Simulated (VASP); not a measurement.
# W (I4/mmm) in VASP: further runs

The runs below take W through single point, with LDA.

Everything below comes from runs of VASP 6.6.1. Logs are shortened: lines on timing, memory, paths and dates and some standing lists are left out, and cuts for length are marked.

## Step 1: The cell of the first run

It takes space group I4/mmm (No. 139, tetragonal). Conventional cell: a = 2.655 Å, b = 2.655 Å, c = 4.163 Å, α = 90.00°, β = 90.00°, γ = 90.00°. Within 3.5 Å of W (site symmetry 4/mmm) lie 12 W at 2.66 to 2.80 Å.

## Step 2: Single point, LDA (14.67 Å³/atom)

The input, INCAR:

```
SYSTEM = W
PREC = Accurate
ENCUT = 520
EDIFF = 1E-6
ISMEAR = 0
SIGMA = 0.15
LREAL = .FALSE.
LASPH = .TRUE.
NELM = 60
ALGO = Fast
ISIF = 2
LWAVE = .FALSE.
LCHARG = .TRUE.
LELF = .TRUE.
LVHAR = .TRUE.
NBANDS = 13
```

The input, KPOINTS:

```
Automatic mesh
0
G
  22 22 22
  0 0 0
```

The input, POSCAR:

```
W
1.0
    0.0000000000      1.8775619433      2.0812774142
    1.8775619433      0.0000000000      2.0812774142
    1.8775619433      1.8775619433      0.0000000000
W
1
Direct
    0.0000000000      0.0000000000      0.0000000000
```

Potentials or basis: VASP PAW LDA potentials, release 64 (W_sv).

Run with:

```
$ cat potpaw_LDA.64/W_sv/POTCAR > POTCAR
$ mpirun -np 1 vasp_std > vasp.out
```

OUTCAR:

```text
SYSTEM = W
   PREC = Accurate
   ENCUT = 520
   EDIFF = 1E-6
   ISMEAR = 0
   LREAL = .FALSE.
   LASPH = .TRUE.
   NELM = 60
   ISIF = 2

 ion  position               nearest neighbor table
   1  0.000  0.000  0.000-

  LATTYP: Found a body centered tetragonal cell.
 ALAT       =     2.6552735644
 C/A-ratio  =     1.5676557339

  Lattice vectors:

 A1 = (  -1.8775619433,   0.0000000000,   2.0812774142)
 A2 = (   1.8775619433,   0.0000000000,   2.0812774142)
 A3 = (   0.0000000000,   1.8775619433,  -2.0812774142)

Analysis of symmetry for initial positions (statically):
=====================================================================
 Subroutine PRICEL returns:
 Original cell was already a primitive cell.

 Routine SETGRP: Setting up the symmetry group for a
 body centered tetragonal supercell.

 Subroutine GETGRP returns: Found 16 space group operations
 (whereof 16 operations were pure point group operations)
 out of a pool of 16 trial point group operations.

The static configuration has the point symmetry D_4h.

Analysis of symmetry for dynamics (positions and initial velocities):
=====================================================================
 Subroutine PRICEL returns:
 Original cell was already a primitive cell.

 Routine SETGRP: Setting up the symmetry group for a
 body centered tetragonal supercell.

 Subroutine GETGRP returns: Found 16 space group operations
 (whereof 16 operations were pure point group operations)
 out of a pool of 16 trial point group operations.

The dynamic configuration has the point symmetry D_4h.

 Subroutine INISYM returns: Found 16 space group operations
 (whereof 16 operations are pure point group operations),
 and found     1 'primitive' translations

----------------------------------------------------------------------------------------

                                     Primitive cell

  volume of cell :      14.6740

  direct lattice vectors                    reciprocal lattice vectors
     0.000000000  1.877561943  2.081277414    -0.266302799  0.266302799  0.240237076
     1.877561943  0.000000000  2.081277414     0.266302799 -0.266302799  0.240237076
     1.877561943  1.877561943  0.000000000     0.266302799  0.266302799 -0.240237076

  length of vectors
[... 86 lines left out ...]
   ISIF   =      2    stress and relaxation
   ISYM   =      2    0-nonsym 1-usesym 2-fastsym
   POTIM  = 0.5000    time-step for ionic-motion
   TEBEG  =    0.0;   TEEND  =   0.0 temperature during run
   PSTRESS=    0.0 pullay stress
   NELECT =      14.0000    total number of electrons
   NUPDOWN=      -1.0000    fix difference up-down
   EMIN   =  10.00;   EMAX   =-10.00  energy-range for DOS
   EFERMI =   0.00;   METHOD = LEGACY
   ISMEAR =     0;   SIGMA  =   0.15  broadening in eV -4-tet -1-fermi 0-gaus
   EFERMI_NEDOS =   21; number of points for ismear=-14 and -15
   IALGO  =     68    algorithm
   IMIX   =      4    mixing-type and parameters
     AMIX     =   0.40;   BMIX     =  1.00
     AMIX_MAG =   1.60;   BMIX_MAG =  1.00
  volume/ion in A,a.u.               =      14.67        99.03
  Fermi-wavevector in a.u.,A,eV,Ry     =   1.611640  3.045558 35.339542  2.597383
  Thomas-Fermi vector in A             =   2.706998
   LORBIT       =      0    0 simple, 1 ext, 2 COOP (PROOUT), +10 PAW based schemes
   GGA     = CA    functional components
   LHFCALC =     F    Hartree Fock is set to
   AEXX    =    0.0000 exact exchange contribution
   IVDW    =     0    specifies the selected vdW correction
   LEPSILON=     F    determine dielectric tensor
   LRPA    =     F    only Hartree local field effects (RPA)
 non-spin polarized calculation
 RMM-DIIS sequential band-by-band and
 Gauss-broadening in eV      SIGMA  =   0.15
  energy-cutoff  :      520.00
  volume of cell :       14.67
 maximum number of plane-waves:       405
 NGX is ok and might be reduce to    24
   NGX = 11   NGY = 11   NGZ =  9

 number of electron      14.0000001 magnetization

 Free energy of the ion-electron system (eV)
  ---------------------------------------------------
  ext. energy  EPLUGINS =         0.00000000
  ---------------------------------------------------
  free energy    TOTEN  =       -13.59332710 eV

  energy without entropy =      -13.58273758  energy(sigma->0) =      -13.58803234

 E-fermi :  12.2034     XC(G=0): -14.2560

 val. band max:       12.1975525354   @ k =  -0.3636   0.0909   0.2273
 cond. band min:      12.2063611034   @ k =  -0.3636   0.0909   0.0455
 fundamental gap:      0.0088085680
 Fermi energy:        12.2034194814

 k-point     1 :       0.0000    0.0000    0.0000
  band No.  band energies     occupation
      1     -61.0935      2.00000
      2     -24.8720      2.00000
      3     -24.7308      2.00000
      4     -24.7308      2.00000
      5       2.5244      2.00000
      6      10.2360      2.00000
      7      11.8505      1.99912
      8      11.8505      1.99912
      9      13.4769      0.00000
     10      16.0130      0.00000
     11      25.1383      0.00000
     12      28.4407      0.00000
     13      32.0188      0.00000
[... 354 lines left out ...]
  band No.  band energies     occupation
      1     -60.9081      2.00000
      2     -26.4681      2.00000
      3     -25.1811      2.00000
      4     -24.8347      2.00000
      5       5.8633      2.00000
      6      10.1160      2.00000
      7      11.8855      1.99728
      8      12.9240      0.00000
      9      17.1693      0.00000
     10      18.4219      0.00000
     11      23.9933      0.00000
     12      25.0742      0.00000
     13      31.6224      0.00000

 [... further k-points ...]

------------------------ aborting loop because EDIFF is reached ----------------------------------------

  FORCE on cell =-STRESS in cart. coord.  units (eV):
  Direction    XX          YY          ZZ          XY          YZ          ZX
  --------------------------------------------------------------------------------------
  -------------------------------------------------------------------------------------
  Total        2.1194821      2.1194821      3.0938042      0.0000000      0.0000000      0.0000000
  in kB      231.4151678    231.4151678    337.7963064      0.0000000      0.0000000      0.0000000
  external PRESSURE =     266.8755473 kB  Pullay stress =       0.0000000 kB

 VOLUME and BASIS-vectors are now :
 -----------------------------------------------------------------------------
  energy-cutoff  :      520.00
  volume of cell :       14.67
      direct lattice vectors                 reciprocal lattice vectors
     0.000000000  1.877561943  2.081277414    -0.266302799  0.266302799  0.240237076
     1.877561943  0.000000000  2.081277414     0.266302799 -0.266302799  0.240237076
     1.877561943  1.877561943  0.000000000     0.266302799  0.266302799 -0.240237076

 POSITION                                       TOTAL-FORCE (eV/Angst)
 -----------------------------------------------------------------------------------
      0.00000      0.00000      0.00000         0.000000     -0.000000     -0.000000
 -----------------------------------------------------------------------------------
    total drift:                               -0.000000      0.000000      0.000000

  FREE ENERGIE OF THE ION-ELECTRON SYSTEM (eV)
  ---------------------------------------------------
  free  energy   TOTEN  =       -13.5933271040 eV

  energy  without entropy=      -13.5827375793  energy(sigma->0) =      -13.58803234
```

OSZICAR:

```text
N       E                     dE             d eps       ncg     rms          rms(c)
DAV:   1     0.829752236434E+02    0.82975E+02   -0.74423E+03 21756   0.124E+03
DAV:   2    -0.125664770778E+02   -0.95542E+02   -0.91825E+02 23997   0.318E+02
DAV:   3    -0.141705642760E+02   -0.16041E+01   -0.15990E+01 24114   0.397E+01
DAV:   4    -0.141765576858E+02   -0.59934E-02   -0.59933E-02 24354   0.268E+00
DAV:   5    -0.141766030332E+02   -0.45347E-04   -0.45348E-04 24309   0.219E-01    0.237E+01
RMM:   6    -0.137250260800E+02    0.45158E+00   -0.30608E-01 23520   0.508E+00    0.104E+01
RMM:   7    -0.135973074128E+02    0.12772E+00   -0.22040E-01 23755   0.431E+00    0.453E-01
RMM:   8    -0.135933010975E+02    0.40063E-02   -0.90121E-03 27060   0.109E+00    0.148E-01
RMM:   9    -0.135933137027E+02   -0.12605E-04   -0.13506E-03 26728   0.452E-01    0.423E-02
RMM:  10    -0.135933284245E+02   -0.14722E-04   -0.14570E-04 28990   0.156E-01    0.163E-02
RMM:  11    -0.135933258665E+02    0.25580E-05   -0.48177E-05 27457   0.854E-02    0.615E-03
RMM:  12    -0.135933269253E+02   -0.10589E-05   -0.11405E-05 24419   0.412E-02    0.156E-03
RMM:  13    -0.135933271040E+02   -0.17865E-06   -0.23821E-06 20063   0.183E-02
   1 F= -.13593327E+02 E0= -.13588032E+02  d E =-.105895E-01
```

Wall time 3.5 min (1 thread of Intel Xeon 8259CL, shared host); peak memory 0.25 GiB.

What came out:

```
Free energy            : -13.5933 eV
Pressure               : 26.7 GPa
Band gap on the k mesh : zero (bands 7 and 8 overlap by 5.15 eV)
```

Stress tensor (GPa, compression positive):
```
23.14  0.00  0.00
 0.00 23.14  0.00
 0.00  0.00 33.78
```

Caveat: the stress differs along the axes, from 23 to 34 GPa; spin-orbit coupling is left out, which moves the levels of the heavy elements.

(Part 1 of 3 ends here.)
